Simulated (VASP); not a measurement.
# CuI (F-43m) in VASP: a series of runs

Aim: see how the results for CuI move with the level of theory and the settings. Levels: r2SCAN, PBE. Tasks: single point.

All numbers are computed with VASP 6.6.1; they aren't measurements. Logs are shortened: lines on timing, memory, paths and dates and some standing lists are left out, and cuts for length are marked.

## (1) The cell of the first run

The structure is cubic, space group F-43m (No. 216). Conventional cell: a = 6.024 Å, b = 6.024 Å, c = 6.024 Å, α = 90.00°, β = 90.00°, γ = 90.00°. Within 3.4 Å of Cu (site symmetry -43m) lie 4 I at 2.61 Å. I (site symmetry -43m) has 4 Cu at 2.61 Å within 3.4 Å.

## (2) Single point, r2SCAN

POSCAR

```
CuI
1.0
    0.0000000000      3.0120427040      3.0120427040
    3.0120427040      0.0000000000      3.0120427040
    3.0120427040      3.0120427040      0.0000000000
Cu I
1 1
Direct
    0.2500000000      0.2500000000      0.2500000000
    0.0000000000      0.0000000000      0.0000000000
```

INCAR.step1

```
  PREC = Accurate
  ENCUT = 520
  ISMEAR = -1
  SIGMA = 0.02
  LREAL = False
  LASPH = True
  NELM = 60
  NBANDS = 16
  GGA = PE
  ALGO = Normal
  EDIFF = 1E-4
  LWAVE = True
  LCHARG = False
```

INCAR.step2

```
  PREC = Accurate
  ENCUT = 520
  EDIFF = 1E-6
  ISMEAR = -1
  SIGMA = 0.02
  LREAL = False
  LASPH = True
  NELM = 60
  ALGO = Normal
  ISIF = 2
  LWAVE = False
  LCHARG = False
  METAGGA = R2SCAN
  LMIXTAU = True
  NBANDS = 16
  ISTART = 1
```

KPOINTS

```
regular mesh
0
Gamma
  6 6 6
```

Potentials or basis: VASP PAW PBE potentials, release 64 (Cu, I).

Run with:

```bash
> cat potpaw_PBE.64/Cu/POTCAR potpaw_PBE.64/I/POTCAR > POTCAR
> cp INCAR.step1 INCAR
> mpirun -np 1 vasp_std > vasp.out
> cp INCAR.step2 INCAR
> mpirun -np 1 vasp_std > vasp.out
```

OUTCAR:

```text
PREC = Accurate
   ENCUT = 520
   EDIFF = 1E-6
   ISMEAR = -1
   LREAL = False
   LASPH = True
   NELM = 60
   ISIF = 2
   METAGGA = R2SCAN
   ISTART = 1

 ion  position               nearest neighbor table
   1  0.250  0.250  0.250-   2 2.61   2 2.61   2 2.61   2 2.61
   2  0.000  0.000  0.000-   1 2.61   1 2.61   1 2.61   1 2.61

  LATTYP: Found a face centered cubic cell.
 ALAT       =     6.0240854080

  Lattice vectors:

 A1 = (   0.0000000000,   3.0120427040,   3.0120427040)
 A2 = (   3.0120427040,   0.0000000000,   3.0120427040)
 A3 = (   3.0120427040,   3.0120427040,   0.0000000000)

Analysis of symmetry for initial positions (statically):
=====================================================================
 Subroutine PRICEL returns:
 Original cell was already a primitive cell.

 Routine SETGRP: Setting up the symmetry group for a
 face centered cubic supercell.

 Subroutine GETGRP returns: Found 24 space group operations
 (whereof 24 operations were pure point group operations)
 out of a pool of 48 trial point group operations.

The static configuration has the point symmetry T_d .

Analysis of symmetry for dynamics (positions and initial velocities):
=====================================================================
 Subroutine PRICEL returns:
 Original cell was already a primitive cell.

 Routine SETGRP: Setting up the symmetry group for a
 face centered cubic supercell.

 Subroutine GETGRP returns: Found 24 space group operations
 (whereof 24 operations were pure point group operations)
 out of a pool of 48 trial point group operations.

The dynamic configuration has the point symmetry T_d .

 Subroutine INISYM returns: Found 24 space group operations
 (whereof 24 operations are pure point group operations),
 and found     1 'primitive' translations

----------------------------------------------------------------------------------------

                                     Primitive cell

  volume of cell :      54.6529

  direct lattice vectors                    reciprocal lattice vectors
     0.000000000  3.012042704  3.012042704    -0.166000302  0.166000302  0.166000302
     3.012042704  0.000000000  3.012042704     0.166000302 -0.166000302  0.166000302
     3.012042704  3.012042704  0.000000000     0.166000302  0.166000302 -0.166000302

  length of vectors
     4.259671642  4.259671642  4.259671642     0.287520958  0.287520958  0.287520958

  position of ions in fractional coordinates (direct lattice)
     0.250000000  0.250000000  0.250000000
     0.000000000  0.000000000  0.000000000

  ion indices of the primitive-cell ions
   primitive index   ion index
                 1           1
                 2           2

----------------------------------------------------------------------------------------

 KPOINTS: regular mesh

Automatic generation of k-mesh.
 Grid dimensions read from file:
 generate k-points for:    6    6    6

 Generating k-lattice:

  Cartesian coordinates                     Fractional coordinates (reciprocal lattice)
    -0.027666717  0.027666717  0.027666717     0.166666667  0.000000000  0.000000000
     0.027666717 -0.027666717  0.027666717     0.000000000  0.166666667  0.000000000
     0.027666717  0.027666717 -0.027666717     0.000000000  0.000000000  0.166666667

  Length of vectors
     0.047920160  0.047920160  0.047920160

  Shift w.r.t. Gamma in fractional coordinates (k-lattice)
     0.000000000  0.000000000  0.000000000

 Subroutine IBZKPT returns following result:
 ===========================================

 Found     16 irreducible k-points:

 Following reciprocal coordinates:
            Coordinates               Weight
  0.000000  0.000000  0.000000      1.000000
  0.166667  0.000000  0.000000      8.000000
  0.333333  0.000000  0.000000      8.000000
  0.500000  0.000000  0.000000      4.000000
  0.166667  0.166667  0.000000      6.000000
  0.333333  0.166667  0.000000     24.000000
[... 8 lines left out ...]
 -0.333333  0.333333  0.166667     24.000000
 -0.333333  0.500000  0.166667     12.000000
   k-points           NKPTS =     16   k-points in BZ     NKDIM =     16   number of bands    NBANDS=     16
   number of dos      NEDOS =    301   number of ions     NIONS =      2
   total plane-waves  NPLWV =  32768
   dimension x,y,z NGX =    32 NGY =   32 NGZ =   32
   dimension x,y,z NGXF=    64 NGYF=   64 NGZF=   64
   ions per type =               1   1
   NGX,Y,Z   is equivalent  to a cutoff of  12.49, 12.49, 12.49 a.u.
   NGXF,Y,Z  is equivalent  to a cutoff of  24.98, 24.98, 24.98 a.u.
 SYSTEM =  unknown system
   PREC   = accura    normal or accurate (medium, high low for compatibility)
   ISTART =      1    job   : 0-new  1-cont  2-samecut
   ICHARG =      0    charge: 1-file 2-atom 10-const
   ISPIN  =      1    spin polarized calculation?
   LNONCOLLINEAR =      F non collinear calculations
   LSORBIT =      F    spin-orbit coupling
   LASPH  =      T    aspherical Exc in radial PAW
   ENCUT  =  520.0 eV  38.22 Ry    6.18 a.u.   7.92  7.92  7.92*2*pi/ulx,y,z
   NELM   =     60;   NELMIN=  2; NELMDL=  0     # of ELM steps
   EDIFF  = 0.1E-05   stopping-criterion for ELM
   LREAL  =      F    real-space projection
   EDIFFG = 0.1E-04   stopping-criterion for IOM
   NSW    =      0    number of steps for IOM
   IBRION =     -1    ionic relax: 0-MD 1-quasi-New 2-CG
   NFREE  =      0    steps in history (QN), initial steepest desc. (CG)
   ISIF   =      2    stress and relaxation
   ISYM   =      2    0-nonsym 1-usesym 2-fastsym
   POTIM  = 0.5000    time-step for ionic-motion
   TEBEG  =    0.0;   TEEND  =   0.0 temperature during run
   PSTRESS=    0.0 pullay stress
   NELECT =      18.0000    total number of electrons
   NUPDOWN=      -1.0000    fix difference up-down
   EMIN   =  10.00;   EMAX   =-10.00  energy-range for DOS
   EFERMI =   0.00;   METHOD = LEGACY
   ISMEAR =    -1;   SIGMA  =   0.02  broadening in eV -4-tet -1-fermi 0-gaus
   EFERMI_NEDOS =   21; number of points for ismear=-14 and -15
   IALGO  =     38    algorithm
   IMIX   =      4    mixing-type and parameters
     AMIX     =   0.40;   BMIX     =  1.00
     AMIX_MAG =   1.60;   BMIX_MAG =  1.00
  volume/ion in A,a.u.               =      27.33       184.41
  Fermi-wavevector in a.u.,A,eV,Ry     =   1.130562  2.136453 17.390577  1.278171
  Thomas-Fermi vector in A             =   2.267259
   LORBIT       =      0    0 simple, 1 ext, 2 COOP (PROOUT), +10 PAW based schemes
   METAGGA = R2SCAN    functional components
   LHFCALC =     F    Hartree Fock is set to
   AEXX    =    0.0000 exact exchange contribution
   IVDW    =     0    specifies the selected vdW correction
   LEPSILON=     F    determine dielectric tensor
   LRPA    =     F    only Hartree local field effects (RPA)
 non-spin polarized calculation
  energy-cutoff  :      520.00
  volume of cell :       54.65
 maximum number of plane-waves:      1488
   NGX = 15   NGY = 15   NGZ = 15

 number of electron      18.0000016 magnetization

 Free energy of the ion-electron system (eV)
  ---------------------------------------------------
  ext. energy  EPLUGINS =         0.00000000
  ---------------------------------------------------
  free energy    TOTEN  =       -35.79373855 eV

  energy without entropy =      -35.79373855  energy(sigma->0) =      -35.79373855

 E-fermi :   4.9538     XC(G=0):  -9.5447

 val. band max:        4.4708054911   @ k =   0.0000   0.0000   0.0000
 cond. band min:       6.1419920812   @ k =   0.0000   0.0000   0.0000
 fundamental gap:      1.6711865901
 Fermi energy:         4.9537976231

 k-point     1 :       0.0000    0.0000    0.0000
  band No.  band energies     occupation
      1     -10.1591      2.00000
      2       0.5819      2.00000
      3       0.5819      2.00000
      4       0.5819      2.00000
      5       2.5550      2.00000
      6       2.5550      2.00000
[... 8 lines left out ...]
     15      14.5011      0.00000
     16      14.5011      0.00000

 k-point     2 :       0.1667    0.0000    0.0000
  band No.  band energies     occupation
      1     -10.0216      2.00000
      2       0.0697      2.00000
      3       0.5911      2.00000
      4       0.5911      2.00000
      5       2.5455      2.00000
      6       2.5456      2.00000
[... 8 lines left out ...]
     15      13.6199      0.00000
     16      14.1123      0.00000

 k-point     3 :       0.3333    0.0000    0.0000
  band No.  band energies     occupation
      1      -9.7185      2.00000
      2      -0.9467      2.00000
      3       0.6026      2.00000
      4       0.6026      2.00000
      5       2.5563      2.00000
      6       2.5564      2.00000
[... 8 lines left out ...]
     15      14.1621      0.00000
     16      14.1621      0.00000

 k-point     4 :       0.5000    0.0000    0.0000
  band No.  band energies     occupation
      1      -9.5493      2.00000
      2      -1.4451      2.00000
      3       0.6044      2.00000
      4       0.6045      2.00000
      5       2.5835      2.00000
      6       2.5836      2.00000
[... 8 lines left out ...]
     15      15.9138      0.00000
     16      15.9138      0.00000
[... 172 lines left out ...]
 k-point    14 :       0.5000    0.3333    0.1667
  band No.  band energies     occupation
      1      -9.5086      2.00000
      2      -0.9560      2.00000
      3       0.0674      2.00000
      4       0.5263      2.00000
      5       2.4876      2.00000
      6       2.5697      2.00000
[... 8 lines left out ...]
     15      16.1043      0.00000
     16      17.1908      0.00000

 k-point    15 :      -0.3333    0.3333    0.1667
  band No.  band energies     occupation
      1      -9.3927      2.00000
      2      -1.0086      2.00000
      3      -0.2432      2.00000
      4       0.4813      2.00000
      5       2.4475      2.00000
      6       2.5522      2.00000
[... 8 lines left out ...]
     15      16.2682      0.00000
     16      16.9020      0.00000

 k-point    16 :      -0.3333    0.5000    0.1667
  band No.  band energies     occupation
      1      -9.3383      2.00000
      2      -1.1104      2.00000
      3      -0.0960      2.00000
      4       0.3780      2.00000
      5       2.4929      2.00000
      6       2.5013      2.00000
[... 8 lines left out ...]
     15      16.5791      0.00000
     16      17.2497      0.00000

------------------------ aborting loop because EDIFF is reached ----------------------------------------

  FORCE on cell =-STRESS in cart. coord.  units (eV):
  Direction    XX          YY          ZZ          XY          YZ          ZX
  --------------------------------------------------------------------------------------
  -------------------------------------------------------------------------------------
  Total       -0.0173356     -0.0173356     -0.0173356     -0.0000000     -0.0000000      0.0000000
  in kB       -0.5082026     -0.5082026     -0.5082026     -0.0000000     -0.0000000      0.0000000
  external PRESSURE =      -0.5082026 kB  Pullay stress =       0.0000000 kB

 VOLUME and BASIS-vectors are now :
 -----------------------------------------------------------------------------
  energy-cutoff  :      520.00
  volume of cell :       54.65
      direct lattice vectors                 reciprocal lattice vectors
     0.000000000  3.012042704  3.012042704    -0.166000302  0.166000302  0.166000302
     3.012042704  0.000000000  3.012042704     0.166000302 -0.166000302  0.166000302
     3.012042704  3.012042704  0.000000000     0.166000302  0.166000302 -0.166000302

 POSITION                                       TOTAL-FORCE (eV/Angst)
 -----------------------------------------------------------------------------------
      1.50602      1.50602      1.50602        -0.000000     -0.000000     -0.000000
      0.00000      0.00000      0.00000         0.000000      0.000000      0.000000
 -----------------------------------------------------------------------------------
    total drift:                               -0.000010     -0.000010     -0.000010

  FREE ENERGIE OF THE ION-ELECTRON SYSTEM (eV)
  ---------------------------------------------------
  free  energy   TOTEN  =       -35.7937385531 eV

  energy  without entropy=      -35.7937385531  energy(sigma->0) =      -35.79373855
```

Run time: 20 s. Hardware: 1 thread of Intel Xeon 6975P-C (Granite Rapids), shared host; peak memory 0.18 GiB.

Results:

| Item | Value |
| --- | --- |
| Free energy | -35.7937 eV |
| Pressure | -0.1 GPa |
| Band gap on the k mesh | 1.67 eV |

Levels at points of the mesh, in eV from the valence-band top:
| k point | band 5 | band 6 | band 7 | band 8 | band 9 | band 10 | band 11 | band 12 | band 13 | band 14 |
| --- | --- | --- | --- | --- | --- | --- | --- | --- | --- | --- |
| (0.00, 0.00, 0.00) | -1.92 | -1.92 | 0.00 | 0.00 | 0.00 | 1.67 | 5.22 | 5.22 | 5.22 | 8.68 |
| (0.50, 0.00, 0.00) | -1.89 | -1.89 | -1.85 | -0.74 | -0.74 | 2.57 | 5.73 | 5.73 | 7.75 | 9.76 |
| (0.50, 0.50, 0.00) | -1.96 | -1.84 | -1.82 | -1.57 | -1.57 | 2.90 | 3.17 | 9.94 | 10.51 | 10.51 |

Caveat: the PAW data sets were made with another functional, which shifts forces and pressure a little; spin-orbit coupling is left out, which moves the levels of the heavy elements.

## (3) Single point, PBE

INCAR

```
SYSTEM = CuI
  PREC = Accurate
  ENCUT = 520
  EDIFF = 1E-6
  ISMEAR = -1
  SIGMA = 0.02
  LREAL = .FALSE.
  LASPH = .TRUE.
  NELM = 100
  ALGO = Normal
  ISIF = 2
  LWAVE = .FALSE.
  LCHARG = .FALSE.
  GGA = PE
  NBANDS = 16
```

KPOINTS

```
Automatic mesh
0
G
  8 8 8
  0 0 0
```

POSCAR is that of step 2.

Potentials or basis: VASP PAW PBE potentials, release 64 (Cu, I).

Run with:

```bash
> cat potpaw_PBE.64/Cu/POTCAR potpaw_PBE.64/I/POTCAR > POTCAR
> mpirun -np 1 vasp_std > vasp.out
```

It took 9 s on 1 thread of Intel Xeon 6975P-C (Granite Rapids), shared host; peak memory 0.18 GiB.

It converged, with:

```yaml
Free_energy: -5.5568 eV
Pressure: 1.2 GPa
Band_gap_on_the_k_mesh: 1.20 eV
```

Levels at points of the mesh, in eV from the valence-band top:
```tsv
k point	band 6	band 7	band 8	band 9	band 10	band 11	band 12	band 13
(0.00, 0.00, 0.00)	-1.93	0.00	0.00	0.00	1.20	4.85	4.85	4.85
(0.50, 0.00, 0.00)	-1.90	-1.86	-0.74	-0.74	2.17	5.39	5.39	7.44
(0.50, 0.50, 0.00)	-1.87	-1.84	-1.56	-1.56	2.68	2.90	9.32	9.86
```

Caveat: spin-orbit coupling is left out, which moves the levels of the heavy elements.
